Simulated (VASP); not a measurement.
Write the native input for VASP 6.6.1 that does the following.

```yaml
Task: single point
Functional: PBE
Potentials_or_basis: VASP PAW PBE potentials, release 64 (Yb)
Cutoff: 520 eV
k_mesh: 7 × 7 × 7
Occupations: fermi-dirac, width 0.05 eV
Spin: collinear spin, zero start
Starting_moments: "[0.0] μB"
Fixed_moment: 0 μB
Dipole_correction: no
Further_INCAR_settings: ALGO = Normal; EDIFF = 1e-06; NBANDS = 22
```

The structure of Yb lies in POSCAR:

```
Yb
1.0
    0.0000000000      2.7431000000      2.7431000000
    2.7431000000      0.0000000000      2.7431000000
    2.7431000000      2.7431000000      0.0000000000
Yb
1
Direct
    0.0000000000      0.0000000000      0.0000000000
```

These files were run (other wordings do the same):

INCAR

```
  PREC = Accurate
  ENCUT = 520
  EDIFF = 1E-6
  ISMEAR = -1
  SIGMA = 0.05
  LREAL = False
  LASPH = True
  NELM = 150
  ALGO = Normal
  ISIF = 2
  LWAVE = False
  LCHARG = False
  ISPIN = 2
  MAGMOM = 0
  LORBIT = 11
  NUPDOWN = 0.0
  LMAXMIX = 6
  GGA = PE
  NBANDS = 22
```

KPOINTS

```
regular mesh
0
Gamma
  7 7 7
```

Potentials or basis: VASP PAW PBE potentials, release 64 (Yb).

Run with:

```console
$ cat potpaw_PBE.64/Yb/POTCAR > POTCAR
$ mpirun -np 1 vasp_std > vasp.out
```

Results of the run:

```yaml
Pressure: -2.5 GPa
Net_moment: 0.00 μB per cell
Valence_electrons_inside_the_program's_atomic_spheres: Yb 22.05
```

Caveat: the total moment is fixed, so each spin has its own Fermi level.

It took 120 s on 1 thread of Intel(R) Xeon(R) Platinum 8375C CPU @ 2.90GHz (Ice Lake) (shared host), peak memory 0.21 GiB.
